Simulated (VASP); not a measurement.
# LiY2Ge2 (P6/mmm) in VASP: single point with PBE

Aim: the single point of LiY2Ge2 with PBE.

All numbers are computed with VASP 6.6.1; they aren't measurements. Logs are shortened: lines on timing, memory, paths and dates and some standing lists are left out, and cuts for length are marked.

### Step 1. The cell of the first run

The structure is hexagonal, space group P6/mmm (No. 191). The conventional cell has a = 5.187 Å, b = 5.187 Å, c = 6.547 Å, α = 90.00°, β = 90.00°, γ = 120.00°. Within 2.7 Å of Li (site symmetry 6/mmm) lie 2 Ge at 2.08 Å. Y (site symmetry -6m2) has 3 Li at 2.99 Å and 3 Y at 2.99 Å and 6 Ge at 3.64 Å within 3.9 Å. Within 2.7 Å of Ge (site symmetry 6mm) lie 1 Li at 2.08 Å and 1 Ge at 2.39 Å.

The cell was built from a structure type or drawn by symmetry, and may not be a known phase.

### Step 2. Single point, PBE

INCAR reads:

```
PREC = Accurate ; ENCUT = 520
EDIFF = 1E-6 ; ISMEAR = 0
SIGMA = 0.1 ; LREAL = False
LASPH = True ; NELM = 100
ALGO = Fast ; ISIF = 2
LWAVE = False ; LCHARG = True
GGA = PE ; LELF = True
LVHAR = True ; NBANDS = 34
```

KPOINTS reads:

```
Automatic mesh
0
Gamma
  12 12 6
```

POSCAR reads:

```
LiY2Ge2
1.0
    5.1866602083      0.0000000000      0.0000000000
   -2.5933301041      4.4917795012      0.0000000000
    0.0000000000      0.0000000000      6.5472429056
Li Y Ge
1 2 2
Direct
    0.0000000000      0.0000000000      0.5000000000
    0.3333333333      0.6666666667      0.5000000000
    0.6666666667      0.3333333333      0.5000000000
    0.0000000000      0.0000000000      0.1828472047
    0.0000000000      0.0000000000      0.8171527953
```

Potentials or basis: VASP PAW PBE potentials, release 64 (Li_sv, Y_sv, Ge_d).

Started as:

```bash
$ cat potpaw_PBE.64/Li_sv/POTCAR potpaw_PBE.64/Y_sv/POTCAR potpaw_PBE.64/Ge_d/POTCAR > POTCAR
$ mpirun -np 1 vasp_std > vasp.out
```

OUTCAR:

```text
PREC = Accurate
   ENCUT = 520
   EDIFF = 1E-6
   ISMEAR = 0
   LREAL = False
   LASPH = True
   NELM = 100
   ISIF = 2
   GGA = PE

 ion  position               nearest neighbor table
   1  0.000  0.000  0.500-   4 2.08   5 2.08   2 2.99   3 2.99   2 2.99   3 2.99   3 2.99   2 2.99

   2  0.333  0.667  0.500-   1 2.99   3 2.99   3 2.99   1 2.99   1 2.99   3 2.99
   3  0.667  0.333  0.500-   1 2.99   2 2.99   2 2.99   1 2.99   1 2.99   2 2.99
   4  0.000  0.000  0.183-   1 2.08   5 2.39
   5  0.000  0.000  0.817-   1 2.08   4 2.39

  LATTYP: Found a hexagonal cell.
 ALAT       =     5.1866602083
 C/A-ratio  =     1.2623234688

  Lattice vectors:

 A1 = (   5.1866602083,   0.0000000000,   0.0000000000)
 A2 = (  -2.5933301041,   4.4917795012,   0.0000000000)
 A3 = (   0.0000000000,   0.0000000000,   6.5472429056)

Analysis of symmetry for initial positions (statically):
=====================================================================
 Subroutine PRICEL returns:
 Original cell was already a primitive cell.

 Routine SETGRP: Setting up the symmetry group for a
 hexagonal supercell.

 Subroutine GETGRP returns: Found 24 space group operations
 (whereof 24 operations were pure point group operations)
 out of a pool of 24 trial point group operations.

The static configuration has the point symmetry D_6h.

Analysis of symmetry for dynamics (positions and initial velocities):
=====================================================================
 Subroutine PRICEL returns:
 Original cell was already a primitive cell.

 Routine SETGRP: Setting up the symmetry group for a
 hexagonal supercell.

 Subroutine GETGRP returns: Found 24 space group operations
 (whereof 24 operations were pure point group operations)
 out of a pool of 24 trial point group operations.

The dynamic configuration has the point symmetry D_6h.

 Subroutine INISYM returns: Found 24 space group operations
 (whereof 24 operations are pure point group operations),
 and found     1 'primitive' translations

----------------------------------------------------------------------------------------

                                     Primitive cell

  volume of cell :     152.5333

  direct lattice vectors                    reciprocal lattice vectors
     5.186660208  0.000000000  0.000000000     0.192802297  0.111314458  0.000000000
[... 94 lines left out ...]
   EDIFFG = 0.1E-04   stopping-criterion for IOM
   NSW    =      0    number of steps for IOM
   IBRION =     -1    ionic relax: 0-MD 1-quasi-New 2-CG
   NFREE  =      0    steps in history (QN), initial steepest desc. (CG)
   ISIF   =      2    stress and relaxation
   ISYM   =      2    0-nonsym 1-usesym 2-fastsym
   POTIM  = 0.5000    time-step for ionic-motion
   TEBEG  =    0.0;   TEEND  =   0.0 temperature during run
   PSTRESS=    0.0 pullay stress
   NELECT =      53.0000    total number of electrons
   NUPDOWN=      -1.0000    fix difference up-down
   EMIN   =  10.00;   EMAX   =-10.00  energy-range for DOS
   EFERMI =   0.00;   METHOD = LEGACY
   ISMEAR =     0;   SIGMA  =   0.10  broadening in eV -4-tet -1-fermi 0-gaus
   EFERMI_NEDOS =   21; number of points for ismear=-14 and -15
   IALGO  =     68    algorithm
   IMIX   =      4    mixing-type and parameters
     AMIX     =   0.40;   BMIX     =  1.00
     AMIX_MAG =   1.60;   BMIX_MAG =  1.00
  volume/ion in A,a.u.               =      30.51       205.87
  Fermi-wavevector in a.u.,A,eV,Ry     =   1.150920  2.174924 18.022514  1.324617
  Thomas-Fermi vector in A             =   2.287581
   LORBIT       =      0    0 simple, 1 ext, 2 COOP (PROOUT), +10 PAW based schemes
   GGA     = PE    functional components
   LHFCALC =     F    Hartree Fock is set to
   AEXX    =    0.0000 exact exchange contribution
   IVDW    =     0    specifies the selected vdW correction
   LEPSILON=     F    determine dielectric tensor
   LRPA    =     F    only Hartree local field effects (RPA)
 non-spin polarized calculation
 RMM-DIIS sequential band-by-band and
 Gauss-broadening in eV      SIGMA  =   0.10
  energy-cutoff  :      520.00
  volume of cell :      152.53
 maximum number of plane-waves:      4153
 NGX is ok and might be reduce to    40
   NGX = 19   NGY = 19   NGZ = 25

 number of electron      52.9999966 magnetization

 Free energy of the ion-electron system (eV)
  ---------------------------------------------------
  ext. energy  EPLUGINS =         0.00000000
  ---------------------------------------------------
  free energy    TOTEN  =       -20.84149432 eV

  energy without entropy =      -20.82449352  energy(sigma->0) =      -20.83299392

 E-fermi :   2.0131     XC(G=0):  -8.3438

 val. band max:        2.0123227675   @ k =   0.2500   0.0833   0.5000
 cond. band min:       2.0158948109   @ k =   0.1667   0.0000   0.0000
 fundamental gap:      0.0035720435
 Fermi energy:         2.0131158384

 k-point     1 :       0.0000    0.0000    0.0000
  band No.  band energies     occupation
      1     -43.3687      2.00000
      2     -41.2106      2.00000
      3     -40.9600      2.00000
      4     -22.3683      2.00000
      5     -22.2432      2.00000
      6     -22.2432      2.00000
[... 877 lines left out ...]
     33       4.7187      0.00000
     34       5.2704      0.00000

 [... further k-points ...]

------------------------ aborting loop because EDIFF is reached ----------------------------------------

  FORCE on cell =-STRESS in cart. coord.  units (eV):
  Direction    XX          YY          ZZ          XY          YZ          ZX
  --------------------------------------------------------------------------------------
  -------------------------------------------------------------------------------------
  Total       -0.0330415     -0.0330415      0.1502734     -0.0000000      0.0000000      0.0000000
  in kB       -0.3470609     -0.3470609      1.5784396     -0.0000000      0.0000000      0.0000000
  external PRESSURE =       0.2947726 kB  Pullay stress =       0.0000000 kB

 VOLUME and BASIS-vectors are now :
 -----------------------------------------------------------------------------
  energy-cutoff  :      520.00
  volume of cell :      152.53
      direct lattice vectors                 reciprocal lattice vectors
     5.186660208  0.000000000  0.000000000     0.192802297  0.111314458  0.000000000
    -2.593330104  4.491779501  0.000000000     0.000000000  0.222628916  0.000000000
     0.000000000  0.000000000  6.547242906     0.000000000  0.000000000  0.152736047

 POSITION                                       TOTAL-FORCE (eV/Angst)
 -----------------------------------------------------------------------------------
      0.00000      0.00000      3.27362         0.000000     -0.000000     -0.000000
     -0.00000      2.99452      3.27362         0.000000     -0.000000     -0.000000
      2.59333      1.49726      3.27362         0.000000      0.000000     -0.000000
      0.00000      0.00000      1.19715        -0.000000     -0.000000     -0.039012
      0.00000      0.00000      5.35010        -0.000000      0.000000      0.039012
 -----------------------------------------------------------------------------------
    total drift:                               -0.000000     -0.000000      0.000000

  FREE ENERGIE OF THE ION-ELECTRON SYSTEM (eV)
  ---------------------------------------------------
  free  energy   TOTEN  =       -20.8414943241 eV

  energy  without entropy=      -20.8244935232  energy(sigma->0) =      -20.83299392
```

stdout:

```text
POSCAR found type information on POSCAR LiY Ge
 POSCAR found :  3 types and       5 ions
 scaLAPACK will be used
 LDA part: xc-table for (Slater+PW92), standard interpolation
 POSCAR, INCAR and KPOINTS ok, starting setup
 FFT: planning ... GRIDC
 FFT: planning ... GRID_SOFT
 FFT: planning ... GRID
 WAVECAR not read
 entering main loop
WARNING in EDDRMM: call to ZHEGV failed, returncode =   6  3     19
WARNING in EDDRMM: call to ZHEGV failed, returncode =   6  3     13
WARNING in EDDRMM: call to ZHEGV failed, returncode =   8  4      5
WARNING in EDDRMM: call to ZHEGV failed, returncode =   8  4      5
WARNING in EDDRMM: call to ZHEGV failed, returncode =   8  4     16
WARNING in EDDRMM: call to ZHEGV failed, returncode =   8  4     29
WARNING in EDDRMM: call to ZHEGV failed, returncode =   8  4     25
WARNING in EDDRMM: call to ZHEGV failed, returncode =   6  3      6
WARNING in EDDRMM: call to ZHEGV failed, returncode =   8  4     17
WARNING in EDDRMM: call to ZHEGV failed, returncode =   6  3      8
WARNING in EDDRMM: call to ZHEGV failed, returncode =   8  4      6
WARNING in EDDRMM: call to ZHEGV failed, returncode =   6  3     24
WARNING in EDDRMM: call to ZHEGV failed, returncode =   6  3     18
WARNING in EDDRMM: call to ZHEGV failed, returncode =   8  4      9
WARNING in EDDRMM: call to ZHEGV failed, returncode =   8  4     11
WARNING in EDDRMM: call to ZHEGV failed, returncode =   8  4     32
```

Run time: 20 min. Hardware: 1 thread of Intel Xeon 6975P-C (Granite Rapids), shared host; peak memory 0.54 GiB.

Results:

```yaml
Free_energy: -20.8415 eV
Largest_force: 0.039 eV/Å
Band_gap_on_the_k_mesh: zero (an odd number of electrons rules out a gap without spin polarisation)
```

Forces on the atoms (eV/Å):
```
Li   0.000  0.000  0.000
Y    0.000  0.000  0.000
Y    0.000  0.000  0.000
Ge   0.000  0.000 -0.039
Ge   0.000  0.000  0.039
```

Levels at points of the mesh, in eV from the Fermi level:
```
           k point  band 23  band 24  band 25  band 26  band 27  band 28  band 29  band 30  band 31  band 32
(0.00, 0.00, 0.00)    -1.60    -1.60     0.58     0.59     0.59     0.89     0.89     1.47     1.56     1.56
(0.50, 0.00, 0.00)    -2.53    -1.41    -0.73    -0.39    -0.27     0.10     0.39     1.39     1.80     3.66
(0.00, 0.00, 0.50)    -1.14    -1.14    -1.13    -0.50    -0.50     0.51     0.51     1.39     1.58     1.58
(0.50, 0.00, 0.50)    -2.01    -1.82    -1.45    -0.80    -0.60     1.04     1.04     1.60     1.71     1.97
```

Caveat: the cutoff is under 1.25 times the usual one of these potentials, so pressure, stress and relaxed cells hold a basis-set (Pulay) error.
